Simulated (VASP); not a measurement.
Input of a VASP 6.6.1 run:

POSCAR

```
InAs
1.0
    0.0000000000      2.5030314181      2.5030314181
    2.5030314181      0.0000000000      2.5030314181
    2.5030314181      2.5030314181      0.0000000000
In As
1 1
Direct
    0.0000000000      0.0000000000      0.0000000000
    0.2500000000      0.2500000000      0.2500000000
```

The input INCAR.step1:

```
PREC     = Accurate       # precision mode
ENCUT    = 520            # plane-wave cutoff, eV
ISMEAR   = -1             # smearing method
SIGMA    = 0.1            # smearing width, eV
LREAL    = False          # projectors in reciprocal space
LASPH    = True           # aspherical terms in the spheres
NELM     = 80             # most SCF steps
NBANDS   = 16             # bands
GGA      = PE             # functional
ALGO     = Normal         # electronic algorithm
EDIFF    = 1E-4           # SCF threshold, eV
LWAVE    = True           # write WAVECAR
LCHARG   = False          # write CHGCAR
```

File INCAR.step2:

```
PREC     = Accurate       # precision mode
ENCUT    = 520            # plane-wave cutoff, eV
EDIFF    = 1E-6           # SCF threshold, eV
ISMEAR   = -1             # smearing method
SIGMA    = 0.1            # smearing width, eV
LREAL    = False          # projectors in reciprocal space
LASPH    = True           # aspherical terms in the spheres
NELM     = 80             # most SCF steps
ALGO     = Normal         # electronic algorithm
ISIF     = 2              # what is computed and relaxed
LWAVE    = False          # write WAVECAR
LCHARG   = True           # write CHGCAR
METAGGA  = R2SCAN         # meta-GGA
LMIXTAU  = True         
LELF     = True           # ELF
LVHAR    = True         
NBANDS   = 16             # bands
ISTART   = 1
```

KPOINTS

```
Automatic mesh
0
Gamma
  11 11 11
```

Potentials or basis: VASP PAW PBE potentials, release 64 (In_d, As).

The run is started by

```sh
$ cat potpaw_PBE.64/In_d/POTCAR potpaw_PBE.64/As/POTCAR > POTCAR
$ cp INCAR.step1 INCAR
$ mpirun -np 1 vasp_std > vasp.out
$ cp INCAR.step2 INCAR
$ mpirun -np 1 vasp_std > vasp.out
```

(1) Estimate the pressure.

(2) What does it give for the band gap on the k mesh?

Results:

(1) 133.1 GPa.

(2) 0.36 eV, indirect (least direct gap 2.72 eV).

Caveat: the PAW data sets were made with another functional, which shifts forces and pressure a little; spin-orbit coupling is left out, which moves the levels of the heavy elements.
